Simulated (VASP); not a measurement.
Set up this calculation in VASP 6.6.1, as the native input.

| Quantity | Value |
| --- | --- |
| Task | single point |
| Functional | PBEsol |
| Potentials or basis | VASP PAW PBE potentials, release 64 (Al, N) |
| Cutoff | 520 eV |
| k mesh | 12 × 12 × 6 |
| Occupations | gaussian, width 0.05 eV |
| Spin | no spin polarisation |
| Dipole correction | no |
| Further INCAR settings | ALGO = Normal; EDIFF = 1e-06; NBANDS = 16 |

The structure of AlN lies in POSCAR:

```
AlN
1.0
    3.3121157418     -0.1242043403      0.0000000000
   -1.7636219849      2.9304785428      0.0000000000
    0.0000000000      0.0000000000      4.1875630000
Al N
2 2
Direct
    0.3333333333      0.6666666667      0.7500000000
    0.6666666667      0.3333333333      0.2500000000
    0.3333333333      0.6666666667      0.2500000000
    0.6666666667      0.3333333333      0.7500000000
```

This cell differs from its parent crystal: strain -0.0750 x Voigt [0, 0, 0, 0, 0, 1].

One way to write it, as run:

INCAR

```
PREC = Accurate
ENCUT = 520
EDIFF = 1E-6
ISMEAR = 0
SIGMA = 0.05
LREAL = F
LASPH = T
NELM = 60
ALGO = Normal
ISIF = 2
LWAVE = F
LCHARG = F
GGA = PS
NBANDS = 16
```

KPOINTS

```
regular mesh
0
Gamma
  12 12 6
```

Potentials or basis: VASP PAW PBE potentials, release 64 (Al, N).

Command:

```bash
$ cat potpaw_PBE.64/Al/POTCAR potpaw_PBE.64/N/POTCAR > POTCAR
$ mpirun -np 1 vasp_std > vasp.out
```

It gave:

```
Pressure               : -2.5 GPa
Largest force          : 1.024 eV/Å
Band gap on the k mesh : 3.15 eV
```

Caveat: the cell differs from its parent crystal (strain -0.0750 x Voigt [0, 0, 0, 0, 0, 1]); the PAW data sets were made with another functional, which shifts forces and pressure a little.

Run time: 74 s on 1 thread of Intel(R) Xeon(R) 6975P-C (Granite Rapids), with other jobs on the host, peak memory 0.28 GiB.
